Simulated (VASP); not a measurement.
Here is a VASP 6.6.1 calculation.

Contents of INCAR:

```
PREC = Accurate ; ENCUT = 520
EDIFF = 1E-6 ; ISMEAR = -1
SIGMA = 0.1 ; LREAL = F
LASPH = T ; NELM = 60
ALGO = Normal ; ISIF = 2
LWAVE = F ; LCHARG = F
GGA = B5 ; ALDAX = 1.0
AGGAX = 1.0 ; AGGAC = 1.0
ALDAC = 0.0 ; NBANDS = 10
```

File KPOINTS:

```
regular mesh
0
Gamma
  14 14 7
```

POSCAR

```
Al
1.0
    2.8877572508      0.0000000000      0.0000000000
   -1.4438786254      2.5008711392      0.0000000000
    0.0000000000      0.0000000000      4.8844227420
Al
2
Direct
    0.3333333333      0.6666666667      0.2500000000
    0.6666666667      0.3333333333      0.7500000000
```

Potentials or basis: VASP PAW PBE potentials, release 64 (Al).

Run with:

```console
$ cat potpaw_PBE.64/Al/POTCAR > POTCAR
$ mpirun -np 1 vasp_std > vasp.out
```

Problem. Estimate the pressure.

Solution. 0.2 GPa.

Problem. Predict the band gap on the k mesh.

Solution. Zero (band 3 reaches 10.49 eV, above the bottom of band 4 at 5.06 eV).

Stress tensor (GPa, compression positive):
```
-0.26  0.00  0.00
 0.00 -0.26  0.00
 0.00  0.00  1.04
```

Caveat: the PAW data sets were made with another functional, which shifts forces and pressure a little.
